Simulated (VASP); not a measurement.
Crystal: BSb2As3.

```
B Sb As
1.0
     4.80462    0.00000    0.00000
    -2.40231    4.16093    0.00000
     0.00000    0.00000    7.42667
B Sb As
1 2 3
Direct
  0.00000 0.00000 0.50000
  0.00000 0.00000 0.21792
  0.00000 0.00000 0.78208
  0.50000 0.00000 0.50000
  0.00000 0.50000 0.50000
  0.50000 0.50000 0.50000
```

The cell was built from a structure type or drawn by symmetry, and may not be a known phase.

- Program: VASP 6.6.1
- Task: relaxation of cell and atoms
- Functional: PBE
- Potentials or basis: VASP PAW PBE potentials, release 64 (B, Sb, As)
- Cutoff: 600 eV
- k mesh: 6 × 6 × 4
- Occupations: gaussian, width 0.1 eV
- Spin: no spin polarisation

At the start: pressure 19.5 GPa; volume 24.75 Å³/atom.

Q: How do energy, volume and symmetry change on relaxing?

A: Over 18 steps the energy falls by 458.0 meV/atom and the volume is 35.83 Å³/atom (+44.8 %); space group P6/mmm (No. 191, to 0.1 Å) before and after.

Step by step:
```tsv
step	energy change (eV)	largest force (eV/Å)	pressure (GPa)	volume (Å³)
1	0.0000	2.0280	19.48	148.47
2	-1.8105	1.8056	-4.95	222.56
3	-2.3733	1.0462	-0.25	191.61
4	-2.5918	0.5786	0.59	192.91
5	-2.5945	0.4616	0.75	193.04
6	-2.6342	0.4053	0.32	197.32
7	-2.6687	0.1885	-0.31	205.61
8	-2.7082	0.2451	-0.25	206.60
9	-2.7285	0.3340	-0.03	207.97
10	-2.7358	0.1587	0.69	208.53
11	-2.7370	0.0197	0.49	208.38
12	-2.7443	0.0304	0.15	212.47
13	-2.7450	0.0356	0.02	214.19
14	-2.7458	0.1469	-0.22	215.54
15	-2.7461	0.0874	-0.14	215.10
16	-2.7473	0.0562	0.02	214.70
17	-2.7473	0.0497	0.06	214.61
18	-2.7478	0.0041	0.10	214.99
```

Final structure:
```
B Sb As
1.0
     5.49720    0.00000    0.00000
    -2.74860    4.76071    0.00000
     0.00000    0.00000    8.21485
B Sb As
1 2 3
Direct
  0.00000 0.00000 0.50000
  0.00000 0.00000 0.24449
  0.00000 0.00000 0.75551
  0.50000 0.00000 0.50000
  0.00000 0.50000 0.50000
  0.50000 0.50000 0.50000
```

Caveat: the volume moved by over 15 % at a fixed basis, so the end points are rough; this functional lacks dispersion, which binds the layers, so the pressure and a relaxed spacing across them are unreliable.
